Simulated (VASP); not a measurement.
# Si in VASP: a series of runs

Si is run at these levels: PBE, r2SCAN; tasks: single point.

Everything below comes from runs of VASP 6.6.1. Logs are shortened: lines on timing, memory, paths and dates and some standing lists are left out, and cuts for length are marked.

### 1 The cell of the first run

Symmetry: P6_3/mmc, No. 194, hexagonal system. The conventional cell has a = 4.061 Å, b = 4.061 Å, c = 6.249 Å, α = 90.00°, β = 90.00°, γ = 120.00°. Si (site symmetry 3m) has 4 Si at 2.38 to 2.46 Å within 3.1 Å.

This isn't the form of Si at room conditions, which is diamond.

### 2 Single point, PBE (epitaxial xy strain +6.0%)

Contents of INCAR:

```
SYSTEM = Si
PREC = Accurate
ENCUT = 520
EDIFF = 1E-7
ISMEAR = -1
SIGMA = 0.02
LREAL = .FALSE.
LASPH = .TRUE.
NELM = 60
ALGO = Normal
ISIF = 2
LWAVE = .FALSE.
LCHARG = .FALSE.
GGA = PE
NBANDS = 16
```

Contents of KPOINTS:

```
regular mesh
0
G
  12 12 4
  0 0 0
```

Contents of POSCAR:

```
Si
1.0
    4.0612773960      0.0000000000      0.0000000000
   -2.0306386980      3.5171693968      0.0000000000
    0.0000000000      0.0000000000      6.2492659717
Si
4
Direct
    0.3333333333      0.6666666667      0.0592227596
    0.6666666667      0.3333333333      0.5592227596
    0.3333333333      0.6666666667      0.4407772404
    0.6666666667      0.3333333333      0.9407772404
```

Potentials or basis: VASP PAW PBE potentials, release 64 (Si).

Run with:

```sh
> cat potpaw_PBE.64/Si/POTCAR > POTCAR
> mpirun -np 1 vasp_std > vasp.out
```

OUTCAR:

```text
SYSTEM = Si
   PREC = Accurate
   ENCUT = 520
   EDIFF = 1E-7
   ISMEAR = -1
   LREAL = .FALSE.
   LASPH = .TRUE.
   NELM = 60
   ISIF = 2
   GGA = PE

 ion  position               nearest neighbor table
   1  0.333  0.667  0.059-   3 2.38   4 2.46   4 2.46   4 2.46
   2  0.667  0.333  0.559-   4 2.38   3 2.46   3 2.46   3 2.46
   3  0.333  0.667  0.441-   1 2.38   2 2.46   2 2.46   2 2.46
   4  0.667  0.333  0.941-   2 2.38   1 2.46   1 2.46   1 2.46

  LATTYP: Found a hexagonal cell.
 ALAT       =     4.0612773960
 C/A-ratio  =     1.5387439375

  Lattice vectors:

 A1 = (   4.0612773960,   0.0000000000,   0.0000000000)
 A2 = (  -2.0306386980,   3.5171693968,   0.0000000000)
 A3 = (   0.0000000000,   0.0000000000,   6.2492659717)

Analysis of symmetry for initial positions (statically):
=====================================================================
 Subroutine PRICEL returns:
 Original cell was already a primitive cell.

 Routine SETGRP: Setting up the symmetry group for a
 hexagonal supercell.

 Subroutine GETGRP returns: Found 24 space group operations
 (whereof 12 operations were pure point group operations)
 out of a pool of 24 trial point group operations.

The static configuration has the point symmetry D_3d.
 The point group associated with its full space group is D_6h.

Analysis of symmetry for dynamics (positions and initial velocities):
=====================================================================
 Subroutine PRICEL returns:
 Original cell was already a primitive cell.

 Routine SETGRP: Setting up the symmetry group for a
 hexagonal supercell.

 Subroutine GETGRP returns: Found 24 space group operations
 (whereof 12 operations were pure point group operations)
 out of a pool of 24 trial point group operations.

The dynamic configuration has the point symmetry D_3d.
 The point group associated with its full space group is D_6h.

 Subroutine INISYM returns: Found 24 space group operations
 (whereof 12 operations are pure point group operations),
 and found     1 'primitive' translations

----------------------------------------------------------------------------------------

                                     Primitive cell

  volume of cell :      89.2658

  direct lattice vectors                    reciprocal lattice vectors
     4.061277396  0.000000000  0.000000000     0.246227948  0.142159772  0.000000000
[... 86 lines left out ...]
   LSORBIT =      F    spin-orbit coupling
   LASPH  =      T    aspherical Exc in radial PAW
   ENCUT  =  520.0 eV  38.22 Ry    6.18 a.u.   7.55  7.55 11.62*2*pi/ulx,y,z
   NELM   =     60;   NELMIN=  2; NELMDL= -5     # of ELM steps
   EDIFF  = 0.1E-06   stopping-criterion for ELM
   LREAL  =      F    real-space projection
   EDIFFG = 0.1E-05   stopping-criterion for IOM
   NSW    =      0    number of steps for IOM
   IBRION =     -1    ionic relax: 0-MD 1-quasi-New 2-CG
   NFREE  =      0    steps in history (QN), initial steepest desc. (CG)
   ISIF   =      2    stress and relaxation
   ISYM   =      2    0-nonsym 1-usesym 2-fastsym
   POTIM  = 0.5000    time-step for ionic-motion
   TEBEG  =    0.0;   TEEND  =   0.0 temperature during run
   PSTRESS=    0.0 pullay stress
   NELECT =      16.0000    total number of electrons
   NUPDOWN=      -1.0000    fix difference up-down
   EMIN   =  10.00;   EMAX   =-10.00  energy-range for DOS
   EFERMI =   0.00;   METHOD = LEGACY
   ISMEAR =    -1;   SIGMA  =   0.02  broadening in eV -4-tet -1-fermi 0-gaus
   EFERMI_NEDOS =   21; number of points for ismear=-14 and -15
   IALGO  =     38    algorithm
   IMIX   =      4    mixing-type and parameters
     AMIX     =   0.40;   BMIX     =  1.00
     AMIX_MAG =   1.60;   BMIX_MAG =  1.00
  volume/ion in A,a.u.               =      22.32       150.60
  Fermi-wavevector in a.u.,A,eV,Ry     =   0.923039  1.744290 11.592166  0.852000
  Thomas-Fermi vector in A             =   2.048631
   LORBIT       =      0    0 simple, 1 ext, 2 COOP (PROOUT), +10 PAW based schemes
   GGA     = PE    functional components
   LHFCALC =     F    Hartree Fock is set to
   AEXX    =    0.0000 exact exchange contribution
   IVDW    =     0    specifies the selected vdW correction
   LEPSILON=     F    determine dielectric tensor
   LRPA    =     F    only Hartree local field effects (RPA)
 non-spin polarized calculation
  energy-cutoff  :      520.00
  volume of cell :       89.27
 maximum number of plane-waves:      2436
   NGX = 15   NGY = 15   NGZ = 23

 number of electron      16.0000001 magnetization

 Free energy of the ion-electron system (eV)
  ---------------------------------------------------
  ext. energy  EPLUGINS =         0.00000000
  ---------------------------------------------------
  free energy    TOTEN  =       -21.35504519 eV

  energy without entropy =      -21.35489769  energy(sigma->0) =      -21.35497144

 E-fermi :   4.9654     XC(G=0):  -8.9779

 val. band max:        4.9607647210   @ k =   0.0000   0.0000   0.0000
 cond. band min:       5.2039408214   @ k =   0.0000   0.0000   0.2500
 fundamental gap:      0.2431761004
 Fermi energy:         4.9654145634

 k-point     1 :       0.0000    0.0000    0.0000
  band No.  band energies     occupation
      1      -6.4846      2.00000
      2      -4.0571      2.00000
      3      -1.6740      2.00000
      4       3.2650      2.00000
      5       3.2650      2.00000
      6       4.9304      1.70459
[... 433 lines left out ...]
      3      -1.5683      2.00000
      4       0.2088      2.00000
      5       1.2833      2.00000
      6       2.3966      2.00000
[... 8 lines left out ...]
     15      11.4946      0.00000
     16      11.5015      0.00000

 [... further k-points ...]
[... 5 lines left out ...]
  --------------------------------------------------------------------------------------
  -------------------------------------------------------------------------------------
  Total       -5.4195258     -5.4195258      0.4766754      0.0000000      0.0000000      0.0000000
  in kB      -97.2717923    -97.2717923      8.5555595      0.0000000      0.0000000      0.0000000
  external PRESSURE =     -61.9960084 kB  Pullay stress =       0.0000000 kB

 VOLUME and BASIS-vectors are now :
 -----------------------------------------------------------------------------
  energy-cutoff  :      520.00
  volume of cell :       89.27
      direct lattice vectors                 reciprocal lattice vectors
     4.061277396  0.000000000  0.000000000     0.246227948  0.142159772  0.000000000
    -2.030638698  3.517169397  0.000000000     0.000000000  0.284319544  0.000000000
     0.000000000  0.000000000  6.249265972     0.000000000  0.000000000  0.160018793

 POSITION                                       TOTAL-FORCE (eV/Angst)
 -----------------------------------------------------------------------------------
     -0.00000      2.34478      0.37010        -0.000000      0.000000     -0.048480
      2.03064      1.17239      3.49473         0.000000      0.000000     -0.048480
     -0.00000      2.34478      2.75453        -0.000000      0.000000      0.048480
      2.03064      1.17239      5.87917         0.000000     -0.000000      0.048480
 -----------------------------------------------------------------------------------
    total drift:                               -0.000000      0.000000     -0.000000

  FREE ENERGIE OF THE ION-ELECTRON SYSTEM (eV)
  ---------------------------------------------------
  free  energy   TOTEN  =       -21.3550451931 eV

  energy  without entropy=      -21.3548976903  energy(sigma->0) =      -21.35497144
```

stdout:

```text
POSCAR found type information on POSCAR Si
 POSCAR found :  1 types and       4 ions
 scaLAPACK will be used
 LDA part: xc-table for (Slater+PW92), standard interpolation
 POSCAR, INCAR and KPOINTS ok, starting setup
 FFT: planning ... GRIDC
 FFT: planning ... GRID_SOFT
 FFT: planning ... GRID
 WAVECAR not read
 entering main loop
```

Run time: 39 s. Hardware: 1 thread of AMD EPYC 9R45 (Zen 5), shared host; peak memory 0.19 GiB.

What came out:

* Free energy: -21.3550 eV
* Pressure: -6.2 GPa
* Largest force: 0.048 eV/Å
* Band gap on the k mesh: 0.02 eV

Forces in eV/Å, atoms in the order of the input:
```
Si   0.000  0.000 -0.048
Si   0.000  0.000 -0.048
Si   0.000  0.000  0.048
Si   0.000  0.000  0.048
```

Stress tensor (GPa, compression positive):
```
-9.73  0.00  0.00
 0.00 -9.73  0.00
 0.00  0.00  0.86
```

Caveat: the cell differs from its parent crystal (epitaxial xy strain +6.0%); the stress differs along the axes, from -10 to 1 GPa; the smearing spreads over this small gap; semilocal functionals underestimate gaps, and a narrow one can read as zero.

### 3 Single point, r2SCAN (epitaxial xy strain +6.0%)

POSCAR is that of step 2.

Contents of INCAR.step1:

```
  ALGO = Normal
  EDIFF = 1E-4
  ENCUT = 520
  GGA = PE
  ISMEAR = -1
  LASPH = True
  LCHARG = False
  LREAL = False
  LWAVE = True
  NBANDS = 16
  NELM = 60
  PREC = Accurate
  SIGMA = 0.02
```

Contents of INCAR.step2:

```
  ALGO = Normal
  EDIFF = 1E-6
  ENCUT = 520
  ISIF = 2
  ISMEAR = -1
  ISTART = 1
  LASPH = True
  LCHARG = False
  LMIXTAU = True
  LREAL = False
  LWAVE = False
  METAGGA = R2SCAN
  NBANDS = 16
  NELM = 60
  PREC = Accurate
  SIGMA = 0.02
```

Contents of KPOINTS:

```
k-points
0
Gamma
  12 12 4
```

Potentials or basis: VASP PAW PBE potentials, release 64 (Si).

Run with:

```sh
> cat potpaw_PBE.64/Si/POTCAR > POTCAR
> cp INCAR.step1 INCAR
> mpirun -np 1 vasp_std > vasp.out
> cp INCAR.step2 INCAR
> mpirun -np 1 vasp_std > vasp.out
```

Run time: 2.2 min. Hardware: 1 thread of AMD EPYC 9R45 (Zen 5), shared host; peak memory 0.19 GiB.

Results (log left out):

- Free energy: -34.6538 eV
- Pressure: -7.8 GPa
- Largest force: 0.007 eV/Å
- Band gap on the k mesh: 0.27 eV

Forces in eV/Å, atoms in the order of the input:
```
Si   0.000  0.000  0.007
Si   0.000  0.000  0.007
Si   0.000  0.000 -0.007
Si   0.000  0.000 -0.007
```

Stress tensor (GPa, compression positive):
```
-11.62   0.00   0.00
  0.00 -11.62   0.00
  0.00   0.00  -0.08
```

Levels at points of the mesh, in eV from the valence-band top:
```tsv
k point	band 4	band 5	band 6	band 7	band 8	band 9	band 10	band 11	band 12	band 13
(0.00, 0.00, 0.00)	-1.78	-1.78	-0.02	-0.02	0.00	0.27	1.95	1.95	2.61	3.60
(0.50, 0.00, 0.00)	-5.66	-4.34	-3.13	-2.67	-1.28	0.48	2.57	3.35	3.74	5.43
(0.00, 0.00, 0.50)	-3.73	-1.11	-1.11	-1.11	-1.11	1.24	1.24	3.05	3.05	3.05
(0.50, 0.00, 0.50)	-7.09	-2.41	-2.41	-2.00	-2.00	1.18	1.18	2.37	2.37	6.08
```

Caveat: the cell differs from its parent crystal (epitaxial xy strain +6.0%); the stress differs along the axes, from -12 to -0 GPa; semilocal functionals underestimate gaps, and a narrow one can read as zero; the PAW data sets were made with another functional, which shifts forces and pressure a little.

[end of part 1 of 2]

The gap in the log of VASP goes by the Fermi energy; the results here count the filled bands.